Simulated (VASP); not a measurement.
Mg6O5 (a cell with a defect), 11 atoms in the cell. The cell holds a defect, 11 atoms: a = 5.591 Å, b = 5.591 Å, c = 5.591 Å, α = 90.00°, β = 90.00°, γ = 90.00°.  This cell differs from its parent crystal: atom 9 moved 0.000 of the way to it and +0.000 Å across, host rigid.

```yaml
Program: VASP 6.6.1
Task: single point
Functional: PBEsol
Potentials_or_basis: VASP PAW PBE potentials, release 64 (Mg, O)
Cutoff: 520 eV
k_mesh: 4 × 4 × 4
Occupations: gaussian, width 0.05 eV
Spin: no spin polarisation
Dipole_correction: no
Further_INCAR_settings: ALGO = Normal; EDIFF = 1e-06; NBANDS = 32
```

Potentials or basis: VASP PAW PBE potentials, release 64 (Mg, O).

Run with:

```console
$ cat potpaw_PBE.64/Mg/POTCAR potpaw_PBE.64/O/POTCAR > POTCAR
$ mpirun -np 1 vasp_std > vasp.out
```

Hardware: 1 thread of Intel(R) Xeon(R) 6975P-C (Granite Rapids), on a shared host.

Problem. Estimate the wall time of this run.

Solution. It took 54 s on 1 thread of Intel(R) Xeon(R) 6975P-C (Granite Rapids) (shared host), peak memory 0.28 GiB. Counts: scf iterations 15, k points 18.
